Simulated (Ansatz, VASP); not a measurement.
**One calculation of HfGe4, two programs**

```xyz
5
Lattice="-2.8507 2.8507 2.8507 2.8507 -2.8507 2.8507 2.8507 2.8507 -2.8507" Properties=species:S:1:pos:R:3 pbc="T T T"
Hf    0.0000    0.0000    0.0000
Ge    1.4253    1.4253   -1.4253
Ge   -1.4253    1.4253    1.4253
Ge    1.4253    1.4253    1.4253
Ge    1.4253   -1.4253    1.4253
```

Change from the starting cell: species swapped into the NiHg4 type (Im-3m, No. 229).

Alike in both runs: task single point; functional PBE; k mesh 4 × 4 × 4; occupations gaussian, width 0.1 eV; no spin polarisation.

|  | VASP | Ansatz |
| --- | --- | --- |
| version | VASP 6.6.1 | Ansatz 0.2.0 |
| potentials or method | VASP PAW PBE potentials, release 64 (Hf_pv, Ge_d), cutoff 520 eV | scalar-relativistic, plane waves, PAW |
| valence electrons in the cell | 66 | 82 |

Ansatz gave:

```
gap on the k mesh at the Fermi level (eV) : none
pressure (GPa)                            : 23.7
```

**Question.** Estimate VASP's values.

**Answer.** gap on the k mesh at the Fermi level (eV): none; pressure (GPa): 24.3.

A gap of «none» marks a metal or a gap that the smearing closes. VASP's potentials hold 66 valence electrons a cell and Ansatz's 82, so a difference there can come from the potentials and not from the codes.

The k mesh is coarse, so the values compare programs but aren't converged. Spin-orbit coupling is off throughout.
